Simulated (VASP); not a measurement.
A run of VASP 6.6.1 is set up as follows.

Contents of INCAR:

```
ALGO = Normal ; EDIFF = 1E-6
ENCUT = 520 ; GGA = PE
ISIF = 2 ; ISMEAR = 0
LASPH = T ; LCHARG = F
LREAL = F ; LWAVE = F
NBANDS = 52 ; NELM = 100
PREC = Accurate ; SIGMA = 0.1
```

KPOINTS

```
k-points
0
Gamma
  4 2 2
```

POSCAR

```
Y2AlN3
1.0
    3.3149097012      0.0000000000      0.0000000000
    0.0000000000      5.7415920250      0.0000000000
    0.0000000000      0.0000000000      7.9775796984
Y Al N
4 2 6
Direct
    1.0000000000      0.3333333333      0.6818569126
    0.5000000000      0.8333333333      0.6818569126
    0.5000000000      0.1666666667      0.3181430874
    1.0000000000      0.6666666667      0.3181430874
    1.0000000000      0.0000000000      1.0000000000
    0.5000000000      0.5000000000      1.0000000000
    1.0000000000      0.3333333333      0.1400806793
    0.5000000000      0.8333333333      0.1400806793
    0.5000000000      0.1666666667      0.8599193207
    1.0000000000      0.6666666667      0.8599193207
    0.0000000000      0.0000000000      0.5000000000
    0.5000000000      0.5000000000      0.5000000000
```

Potentials or basis: VASP PAW PBE potentials, release 64 (Y_sv, Al, N).

Launch:

```bash
$ cat potpaw_PBE.64/Y_sv/POTCAR potpaw_PBE.64/Al/POTCAR potpaw_PBE.64/N/POTCAR > POTCAR
$ mpirun -np 1 vasp_std > vasp.out
```

Question: Estimate the largest force.

Answer: 0.025 eV/Å.

Question: Predict the pressure.

Answer: -0.1 GPa.

Question: What does it give for the band gap on the k mesh?

Answer: 0.50 eV.

Forces in eV/Å, atoms in the order of the input:
```
Y    0.000 -0.009  0.016
Y    0.000 -0.009  0.016
Y    0.000  0.009 -0.016
Y    0.000  0.009 -0.016
Al   0.000  0.000  0.000
Al   0.000  0.000  0.000
N    0.000 -0.013  0.021
N    0.000 -0.013  0.021
N    0.000  0.013 -0.021
N    0.000  0.013 -0.021
N    0.000  0.000  0.000
N    0.000  0.000  0.000
```

Caveat: the k points lie up to 0.55 Å⁻¹ apart; semilocal functionals underestimate gaps, and a narrow one can read as zero. A k mesh can miss the band edges.
